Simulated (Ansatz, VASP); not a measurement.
## One calculation of BaOs, two programs

```
Ba Os
1.0
     3.72797    0.00000    0.00000
     0.00000    3.72797    0.00000
     0.00000    0.00000    3.72797
Ba Os
1 1
Direct
  0.00000 0.00000 0.00000
  0.50000 0.50000 0.50000
```

Alike in both runs: task single point; functional LDA; k mesh 8 × 8 × 8; occupations gaussian, width 0.05 eV; no spin polarisation.

|  | VASP | Ansatz |
| --- | --- | --- |
| version | VASP 6.6.1 | Ansatz 0.2.0 |
| potentials or method | VASP PAW LDA potentials, release 64 (Ba_sv, Os), cutoff 520 eV | scalar-relativistic, plane waves, PAW |
| valence electrons in the cell | 18 | 26 |

|  | VASP | Ansatz | Ansatz less VASP |
| --- | --- | --- | --- |
| gap on the k mesh at the Fermi level (eV) | none | none | - |
| pressure (GPa) | -4.2 | -6.0 | -1.78 |

LDA's correlation is that of Perdew and Zunger in VASP and of Perdew and Wang (1992) in Ansatz. A gap of «none» marks a metal or a gap that the smearing closes. VASP's potentials hold 18 valence electrons a cell and Ansatz's 26, so a difference there can come from the potentials and not from the codes.

Neither program's run includes spin-orbit coupling.
